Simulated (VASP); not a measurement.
# BN (P6_3mc) in VASP: further runs, part 2 of 3

VASP 6.6.1. Earlier steps stand in the parts before.

## (3) Single point, PBE (strain +0.030 along x and y, +0.000 along z)

INCAR reads:

```
SYSTEM = BN
  PREC = Accurate
  ENCUT = 520
  EDIFF = 1E-6
  ISMEAR = 0
  SIGMA = 0.05
  LREAL = .FALSE.
  LASPH = .TRUE.
  NELM = 80
  ALGO = Normal
  ISIF = 2
  LWAVE = .FALSE.
  LCHARG = .FALSE.
  GGA = PE
  NBANDS = 16
```

KPOINTS reads:

```
regular mesh
0
G
  12 12 6
  0 0 0
```

POSCAR reads:

```
BN
1.0
    2.6312174989      0.0000000000      0.0000000000
   -1.3156087494      2.2787011969      0.0000000000
    0.0000000000      0.0000000000      4.2245145352
B N
2 2
Direct
    0.6666666667      0.3333333333      0.9998058547
    0.3333333333      0.6666666667      0.4998058547
    0.6666666667      0.3333333333      0.6251941453
    0.3333333333      0.6666666667      0.1251941453
```

Potentials or basis: VASP PAW PBE potentials, release 64 (B, N).

Command:

```console
> cat potpaw_PBE.64/B/POTCAR potpaw_PBE.64/N/POTCAR > POTCAR
> mpirun -np 1 vasp_std > vasp.out
```

OUTCAR:

```text
SYSTEM = BN
   PREC = Accurate
   ENCUT = 520
   EDIFF = 1E-6
   ISMEAR = 0
   LREAL = .FALSE.
   LASPH = .TRUE.
   NELM = 80
   ISIF = 2
   GGA = PE

 ion  position               nearest neighbor table
   1  0.667  0.333  1.000-   3 1.58   4 1.61   4 1.61   4 1.61
   2  0.333  0.667  0.500-   4 1.58   3 1.61   3 1.61   3 1.61
   3  0.667  0.333  0.625-   1 1.58   2 1.61   2 1.61   2 1.61
   4  0.333  0.667  0.125-   2 1.58   1 1.61   1 1.61   1 1.61

  LATTYP: Found a hexagonal cell.
 ALAT       =     2.6312174989
 C/A-ratio  =     1.6055360444

  Lattice vectors:

 A1 = (   2.6312174989,   0.0000000000,   0.0000000000)
 A2 = (  -1.3156087494,   2.2787011969,   0.0000000000)
 A3 = (   0.0000000000,   0.0000000000,   4.2245145352)

Analysis of symmetry for initial positions (statically):
=====================================================================
 Subroutine PRICEL returns:
 Original cell was already a primitive cell.

 Routine SETGRP: Setting up the symmetry group for a
 hexagonal supercell.

 Subroutine GETGRP returns: Found 12 space group operations
[... 167 lines left out ...]
  ---------------------------------------------------
  free energy    TOTEN  =       -34.70556813 eV

  energy without entropy =      -34.70556813  energy(sigma->0) =      -34.70556813

 E-fermi :   6.8984     XC(G=0): -12.4693

 val. band max:        6.7003887472   @ k =   0.0000   0.0000   0.0000
 cond. band min:      12.0766250513   @ k =   0.3333   0.3333   0.0000
 fundamental gap:      5.3762363041
 Fermi energy:         6.8984095007

 k-point     1 :       0.0000    0.0000    0.0000
  band No.  band energies     occupation
      1     -12.9125      2.00000
      2      -8.8293      2.00000
      3      -3.5056      2.00000
      4       4.5080      2.00000
      5       4.5080      2.00000
      6       6.5128      2.00000
[... 433 lines left out ...]
      3      -1.6954      2.00000
      4      -0.1653      2.00000
      5       1.0839      2.00000
      6       2.5450      2.00000
[... 8 lines left out ...]
     15      21.8187      0.00000
     16      22.0915      0.00000

 [... further k-points ...]
[... 5 lines left out ...]
  --------------------------------------------------------------------------------------
  -------------------------------------------------------------------------------------
  Total       -4.3074927     -4.3074927     -0.4707803     -0.0000000      0.0000000     -0.0000000
  in kB     -272.4671788   -272.4671788    -29.7788529     -0.0000000      0.0000000     -0.0000000
  external PRESSURE =    -191.5710702 kB  Pullay stress =       0.0000000 kB

 VOLUME and BASIS-vectors are now :
 -----------------------------------------------------------------------------
  energy-cutoff  :      520.00
  volume of cell :       25.33
      direct lattice vectors                 reciprocal lattice vectors
     2.631217499  0.000000000  0.000000000     0.380052200  0.219423240  0.000000000
    -1.315608749  2.278701197  0.000000000     0.000000000  0.438846480  0.000000000
     0.000000000  0.000000000  4.224514535     0.000000000  0.000000000  0.236713590

 POSITION                                       TOTAL-FORCE (eV/Angst)
 -----------------------------------------------------------------------------------
      1.31561      0.75957      4.22369        -0.000000      0.000000      0.013403
     -0.00000      1.51913      2.11144         0.000000     -0.000000      0.013403
      1.31561      0.75957      2.64114        -0.000000      0.000000     -0.013403
     -0.00000      1.51913      0.52888         0.000000     -0.000000     -0.013403
 -----------------------------------------------------------------------------------
    total drift:                               -0.000000     -0.000000     -0.000336

  FREE ENERGIE OF THE ION-ELECTRON SYSTEM (eV)
  ---------------------------------------------------
  free  energy   TOTEN  =       -34.7055681326 eV

  energy  without entropy=      -34.7055681326  energy(sigma->0) =      -34.70556813
```

OSZICAR:

```text
N       E                     dE             d eps       ncg     rms          rms(c)
DAV:   1     0.367075623917E+02    0.36708E+02   -0.82050E+03  2440   0.963E+02
DAV:   2    -0.341508222698E+02   -0.70858E+02   -0.66482E+02  3496   0.224E+02
DAV:   3    -0.364519126117E+02   -0.23011E+01   -0.22960E+01  2808   0.369E+01
DAV:   4    -0.364581644907E+02   -0.62519E-02   -0.62516E-02  2960   0.220E+00
DAV:   5    -0.364581833597E+02   -0.18869E-04   -0.18869E-04  2720   0.113E-01    0.899E+00
DAV:   6    -0.348258254414E+02    0.16324E+01   -0.21944E+00  3096   0.135E+01    0.418E+00
DAV:   7    -0.347295466665E+02    0.96279E-01   -0.27729E-01  2968   0.425E+00    0.263E+00
DAV:   8    -0.347066167400E+02    0.22930E-01   -0.50872E-02  2816   0.178E+00    0.258E-01
DAV:   9    -0.347052550677E+02    0.13617E-02   -0.18778E-03  2848   0.512E-01    0.119E-01
DAV:  10    -0.347055578413E+02   -0.30277E-03   -0.54572E-04  2856   0.179E-01    0.260E-02
DAV:  11    -0.347055678882E+02   -0.10047E-04   -0.35657E-05  3088   0.579E-02    0.158E-02
DAV:  12    -0.347055681326E+02   -0.24447E-06   -0.65490E-06  2904   0.251E-02
   1 F= -.34705568E+02 E0= -.34705568E+02  d E =-.100702E-10
```

stdout:

```text
POSCAR found type information on POSCAR B N
 POSCAR found :  2 types and       4 ions
 scaLAPACK will be used
 LDA part: xc-table for (Slater+PW92), standard interpolation
 POSCAR, INCAR and KPOINTS ok, starting setup
 FFT: planning ... GRIDC
 FFT: planning ... GRID_SOFT
 FFT: planning ... GRID
 WAVECAR not read
 entering main loop
```

Run time: 19 s. Hardware: 1 thread of Intel Xeon 6975P-C, shared host; peak memory 0.14 GiB.

What came out:

```
Free energy            : -34.7056 eV
Pressure               : -19.2 GPa
Largest force          : 0.013 eV/Å
Band gap on the k mesh : 5.38 eV, indirect (least direct gap 7.72 eV)
```

Forces in eV/Å, atoms in the order of the input:
```
B    0.000  0.000  0.013
B    0.000  0.000  0.013
N    0.000  0.000 -0.013
N    0.000  0.000 -0.013
```

Levels at points of the mesh, in eV from the valence-band top:
```
           k point  band 4  band 5  band 6  band 7  band 8  band 9  band 10  band 11  band 12  band 13
(0.00, 0.00, 0.00)   -2.19   -2.19   -0.19    0.00    0.00    7.83     7.83     8.15     9.13     9.44
(0.50, 0.00, 0.00)   -7.16   -6.57   -4.80   -4.14   -1.86    6.17     7.92    10.04    10.72    12.93
(0.00, 0.00, 0.50)   -5.19   -1.22   -1.22   -1.22   -1.22    8.44     8.44     9.38     9.38     9.38
(0.50, 0.00, 0.50)   -9.45   -3.57   -3.57   -3.21   -3.21    6.38     6.38     9.76     9.76    13.56
```

Caveat: the cell differs from its parent crystal (strain +0.030 along x and y, +0.000 along z).

## (4) Single point, PBE (strain +0.015 along x and y, +0.030 along z)

INCAR reads:

```
ALGO = Normal ; EDIFF = 1E-7
ENCUT = 520 ; GGA = PE
ISIF = 2 ; ISMEAR = 0
LASPH = T ; LCHARG = F
LREAL = F ; LWAVE = F
NBANDS = 16 ; NELM = 60
PREC = Accurate ; SIGMA = 0.05
```

KPOINTS reads:

```
k-points
0
Gamma
  12 12 6
```

POSCAR reads:

```
BN
1.0
    2.5928987974      0.0000000000      0.0000000000
   -1.2964493987      2.2455162280      0.0000000000
    0.0000000000      0.0000000000      4.3512499713
B N
2 2
Direct
    0.6666666667      0.3333333333      0.9998058547
    0.3333333333      0.6666666667      0.4998058547
    0.6666666667      0.3333333333      0.6251941453
    0.3333333333      0.6666666667      0.1251941453
```

Potentials or basis: VASP PAW PBE potentials, release 64 (B, N).

Command:

```console
> cat potpaw_PBE.64/B/POTCAR potpaw_PBE.64/N/POTCAR > POTCAR
> mpirun -np 1 vasp_std > vasp.out
```

OUTCAR:

```text
EDIFF = 1E-7
   ENCUT = 520
   GGA = PE
   ISIF = 2
   ISMEAR = 0
   LASPH = T
   LREAL = F
   NELM = 60
   PREC = Accurate

 ion  position               nearest neighbor table
   1  0.667  0.333  1.000-   4 1.59   4 1.59   4 1.59   3 1.63
   2  0.333  0.667  0.500-   3 1.59   3 1.59   3 1.59   4 1.63
   3  0.667  0.333  0.625-   2 1.59   2 1.59   2 1.59   1 1.63
   4  0.333  0.667  0.125-   1 1.59   1 1.59   1 1.59   2 1.63

  LATTYP: Found a hexagonal cell.
[... 641 lines left out ...]
      6       2.7942      2.00000
[... 8 lines left out ...]
     15      21.8879      0.00000
     16      21.9753      0.00000

 [... further k-points ...]
[... 5 lines left out ...]
  --------------------------------------------------------------------------------------
  -------------------------------------------------------------------------------------
  Total       -2.4676296     -2.4676296     -4.3796495      0.0000000     -0.0000000      0.0000000
  in kB     -156.0539452   -156.0539452   -276.9708992      0.0000000     -0.0000000      0.0000000
  external PRESSURE =    -196.3595965 kB  Pullay stress =       0.0000000 kB

 VOLUME and BASIS-vectors are now :
 -----------------------------------------------------------------------------
  energy-cutoff  :      520.00
  volume of cell :       25.33
      direct lattice vectors                 reciprocal lattice vectors
     2.592898797  0.000000000  0.000000000     0.385668735  0.222665948  0.000000000
    -1.296449399  2.245516228  0.000000000     0.000000000  0.445331896  0.000000000
     0.000000000  0.000000000  4.351249971     0.000000000  0.000000000  0.229819019

 POSITION                                       TOTAL-FORCE (eV/Angst)
 -----------------------------------------------------------------------------------
      1.29645      0.74851      4.35041        -0.000000     -0.000000      0.083869
     -0.00000      1.49701      2.17478         0.000000     -0.000000      0.083869
      1.29645      0.74851      2.72038        -0.000000      0.000000     -0.083869
     -0.00000      1.49701      0.54475         0.000000     -0.000000     -0.083869
 -----------------------------------------------------------------------------------
    total drift:                               -0.000000     -0.000000     -0.000064

  FREE ENERGIE OF THE ION-ELECTRON SYSTEM (eV)
  ---------------------------------------------------
  free  energy   TOTEN  =       -34.7325518179 eV

  energy  without entropy=      -34.7325518179  energy(sigma->0) =      -34.73255182
```

stdout:

```text
POSCAR found type information on POSCAR B N
 POSCAR found :  2 types and       4 ions
 scaLAPACK will be used
 LDA part: xc-table for (Slater+PW92), standard interpolation
 POSCAR, INCAR and KPOINTS ok, starting setup
 FFT: planning ... GRIDC
 FFT: planning ... GRID_SOFT
 FFT: planning ... GRID
 WAVECAR not read
 entering main loop
```

It took 25 s on 1 thread of Intel Xeon 6975P-C, shared host; peak memory 0.15 GiB.

Results:

| Quantity | Value |
| --- | --- |
| Free energy | -34.7326 eV |
| Pressure | -19.6 GPa |
| Largest force | 0.084 eV/Å |
| Band gap on the k mesh | 5.24 eV, indirect (least direct gap 7.71 eV) |

Forces in eV/Å, atoms in the order of the input:
```
B    0.000  0.000  0.084
B    0.000  0.000  0.084
N    0.000  0.000 -0.084
N    0.000  0.000 -0.084
```

Caveat: the cell differs from its parent crystal (strain +0.015 along x and y, +0.030 along z).

## (5) Single point, PBE (strain +0.030 along x and y, -0.015 along z)

INCAR reads:

```
SYSTEM = BN
ALGO     = Normal         ! electronic algorithm
EDIFF    = 1E-6           ! SCF threshold, eV
ENCUT    = 520            ! plane-wave cutoff, eV
GGA      = PE             ! functional
ISIF     = 2              ! what is computed and relaxed
ISMEAR   = 0              ! smearing method
LASPH    = .TRUE.         ! aspherical terms in the spheres
LCHARG   = .FALSE.        ! write CHGCAR
LREAL    = .FALSE.        ! projectors in reciprocal space
LWAVE    = .FALSE.        ! write WAVECAR
NBANDS   = 16             ! bands
NELM     = 80             ! most SCF steps
PREC     = Accurate       ! precision mode
SIGMA    = 0.05           ! smearing width, eV
```

KPOINTS reads:

```
k-points
0
G
  12 12 6
  0 0 0
```

POSCAR reads:

```
BN
1.0
    2.6312174989      0.0000000000      0.0000000000
   -1.3156087494      2.2787011969      0.0000000000
    0.0000000000      0.0000000000      4.1611468172
B N
2 2
Direct
    0.6666666667      0.3333333333      0.9998058547
    0.3333333333      0.6666666667      0.4998058547
    0.6666666667      0.3333333333      0.6251941453
    0.3333333333      0.6666666667      0.1251941453
```

Potentials or basis: VASP PAW PBE potentials, release 64 (B, N).

Command:

```console
> cat potpaw_PBE.64/B/POTCAR potpaw_PBE.64/N/POTCAR > POTCAR
> mpirun -np 1 vasp_std > vasp.out
```

OUTCAR:

```text
SYSTEM = BN
   EDIFF = 1E-6
   ENCUT = 520
   GGA = PE
   ISIF = 2
   ISMEAR = 0
   LASPH = .TRUE.
   LREAL = .FALSE.
   NELM = 80
   PREC = Accurate

 ion  position               nearest neighbor table
   1  0.667  0.333  1.000-   3 1.56   4 1.61   4 1.61   4 1.61
   2  0.333  0.667  0.500-   4 1.56   3 1.61   3 1.61   3 1.61
   3  0.667  0.333  0.625-   1 1.56   2 1.61   2 1.61   2 1.61
   4  0.333  0.667  0.125-   2 1.56   1 1.61   1 1.61   1 1.61

  LATTYP: Found a hexagonal cell.
[... 650 lines left out ...]
     15      22.1569      0.00000
     16      22.5577      0.00000

 [... further k-points ...]
[... 5 lines left out ...]
  --------------------------------------------------------------------------------------
  -------------------------------------------------------------------------------------
  Total       -4.1775154     -4.1775154      1.8525075     -0.0000000      0.0000000      0.0000000
  in kB     -268.2696063   -268.2696063    118.9634041     -0.0000000      0.0000000      0.0000000
  external PRESSURE =    -139.1919362 kB  Pullay stress =       0.0000000 kB

 VOLUME and BASIS-vectors are now :
 -----------------------------------------------------------------------------
  energy-cutoff  :      520.00
  volume of cell :       24.95
      direct lattice vectors                 reciprocal lattice vectors
     2.631217499  0.000000000  0.000000000     0.380052200  0.219423240  0.000000000
    -1.315608749  2.278701197  0.000000000     0.000000000  0.438846480  0.000000000
     0.000000000  0.000000000  4.161146817     0.000000000  0.000000000  0.240318365

 POSITION                                       TOTAL-FORCE (eV/Angst)
 -----------------------------------------------------------------------------------
      1.31561      0.75957      4.16034         0.000000     -0.000000      0.055618
     -0.00000      1.51913      2.07977        -0.000000      0.000000      0.055618
      1.31561      0.75957      2.60152         0.000000     -0.000000     -0.055618
     -0.00000      1.51913      0.52095        -0.000000      0.000000     -0.055618
 -----------------------------------------------------------------------------------
    total drift:                               -0.000000     -0.000000     -0.000197

  FREE ENERGIE OF THE ION-ELECTRON SYSTEM (eV)
  ---------------------------------------------------
  free  energy   TOTEN  =       -34.6947083269 eV

  energy  without entropy=      -34.6947083269  energy(sigma->0) =      -34.69470833
```

stdout:

```text
POSCAR found type information on POSCAR B N
 POSCAR found :  2 types and       4 ions
 scaLAPACK will be used
 LDA part: xc-table for (Slater+PW92), standard interpolation
 POSCAR, INCAR and KPOINTS ok, starting setup
 FFT: planning ... GRIDC
 FFT: planning ... GRID_SOFT
 FFT: planning ... GRID
 WAVECAR not read
 entering main loop
```

It used 16 s of CPU time on 1 thread of Intel Xeon 6975P-C (shared host).

What came out:

* Free energy: -34.6947 eV
* Pressure: -13.9 GPa
* Largest force: 0.056 eV/Å
* Band gap on the k mesh: 5.40 eV, indirect (least direct gap 7.66 eV)

Forces on the atoms (eV/Å):
```
B    0.000  0.000  0.056
B    0.000  0.000  0.056
N    0.000  0.000 -0.056
N    0.000  0.000 -0.056
```

Stress tensor (GPa, compression positive):
```
-26.83   0.00   0.00
  0.00 -26.83   0.00
  0.00   0.00  11.90
```

Caveat: the cell differs from its parent crystal (strain +0.030 along x and y, -0.015 along z). A k mesh can miss the band edges.

(Part 2 of 3 ends here.)
